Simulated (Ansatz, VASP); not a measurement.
## CuI in VASP and in Ansatz

```
CELL_PARAMETERS angstrom
3.50375 -3.59315 0.00000
3.50375 3.59315 0.00000
0.00000 0.00000 4.32201
ATOMIC_POSITIONS crystal
Cu 0.41680 0.58320 0.75000
Cu 0.58320 0.41680 0.25000
I 0.77795 0.22205 0.75000
I 0.22205 0.77795 0.25000
```

Alike in both runs: task single point; functional r2SCAN; k mesh 6 × 6 × 6; no spin polarisation.

```csv
,VASP,Ansatz
version,VASP 6.6.1,Ansatz 0.2.0
potentials or method,"VASP PAW PBE potentials, release 64 (Cu, I)","plane waves, PAW"
plane-wave cutoff (eV),520,500
occupations,"gaussian, width 0.01 eV",fixed
valence electrons in the cell,36,72
```

Ansatz gave:

- gap on the k mesh at the Fermi level (eV): 1.36
- pressure (GPa): 1.0
- traceless stress, the component that is largest in VASP (GPa): 0.08
- rms of the force components (eV/Å): 0.007

Q: Which values does VASP return?

A: gap on the k mesh at the Fermi level (eV): 1.36; pressure (GPa): 1.0; traceless stress, the component that is largest in VASP (GPa): 0.04; rms of the force components (eV/Å): 0.016.

VASP's potentials were made for PBE, not for r2SCAN. Atom by atom the forces differ by 0.013 eV/Å (rms over components). VASP's potentials hold 36 valence electrons a cell and Ansatz's 72, so a difference there can come from the potentials and not from the codes.

Spin-orbit coupling is off throughout.
